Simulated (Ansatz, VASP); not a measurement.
**La: VASP beside Ansatz**

```
La
1.0
    -1.83811    1.83811    1.83811
     1.83811   -1.83811    1.83811
     1.83811    1.83811   -1.83811
La
1
Direct
  0.00000 0.00000 0.00000
```

Change from the starting cell: volume scaled by 0.75, crystal datasets.

Alike in both runs: task single point; functional LDA; k mesh 15 × 15 × 15; occupations fermi-dirac, width 0.08 eV; no spin polarisation.

|  | VASP | Ansatz |
| --- | --- | --- |
| version | VASP 6.6.1 | Ansatz 0.2.0 |
| potentials or method | VASP PAW LDA potentials, release 64 (La), cutoff 500 eV | all-electron PAW with datasets made for the crystal, scalar-relativistic |

|  | VASP | Ansatz | Ansatz less VASP |
| --- | --- | --- | --- |
| pressure (GPa) | 12.4 | 12.7 | +0.25 |

LDA's correlation is that of Perdew and Zunger in VASP and of Perdew and Wang (1992) in Ansatz. Ansatz ran all-electron here, and VASP with PAW potentials.

Spin-orbit coupling is off throughout.
